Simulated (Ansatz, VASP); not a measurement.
# One calculation of TeOs, two programs

INCAR

```
PREC = Accurate
ENCUT = 520
EDIFF = 1E-6
ISMEAR = -1
SIGMA = 0.1
LREAL = False
LASPH = True
NELM = 150
ALGO = Normal
ISIF = 2
LWAVE = False
LCHARG = False
ISPIN = 2
MAGMOM = 1 0
LORBIT = 11
LMAXMIX = 4
GGA = PE
NBANDS = 18
```

Contents of KPOINTS:

```
regular mesh
0
Gamma
  10 10 10
```

Contents of POSCAR:

```
TeOs
1.0
    0.0000000000      2.7330707412      2.7330707412
    2.7330707412      0.0000000000      2.7330707412
    2.7330707412      2.7330707412      0.0000000000
Os Te
1 1
Direct
    0.5000000000      0.5000000000      0.5000000000
    0.0000000000      0.0000000000      0.0000000000
```

Input for Ansatz:

```yaml
crystal:
  lattice:
    - [0.0, 2.7330707412, 2.7330707412]
    - [2.7330707412, 0.0, 2.7330707412]
    - [2.7330707412, 2.7330707412, 0.0]
  atoms:
    - { symbol: Os, position: [0.5, 0.5, 0.5], spin: 1.0 }
    - { symbol: Te, position: [0.0, 0.0, 0.0] }
basis:
  ecutwfc: 420
  ecutrho_ratio: 4
kpoints:
  mp_grid: { grid: [10, 10, 10] }
hamiltonian:
  xc: pbe
scf:
  occupations: { method: fermi_dirac, width: 0.1 }
  mixing: { preconditioner: ldos }
output:
  forces: true
  stress: true
magnetization:
  spin_polarized: true
```

Alike in both runs: task single point; functional PBE; k mesh 10 × 10 × 10; occupations fermi-dirac, width 0.1 eV; collinear spin.

|  | VASP | Ansatz |
| --- | --- | --- |
| version | VASP 6.6.1 | Ansatz 0.2.0 |
| potentials or method | VASP PAW PBE potentials, release 64 (Os, Te), cutoff 520 eV | scalar-relativistic, plane waves, PAW |
| valence electrons in the cell | 14 | 32 |

Ansatz gave:

* pressure (GPa): 0.3
* net moment per atom (μB): 0.00

Q: Which values does VASP return?

A: Pressure (GPa): 0.2; net moment per atom (μB): 0.00.

The functional is the same, so the differences come from potentials, cutoffs and numerics. VASP's potentials hold 14 valence electrons a cell and Ansatz's 32, so a difference there can come from the potentials and not from the codes. Ansatz's warnings: seeded moment not kept.

Spin-orbit coupling is off throughout.
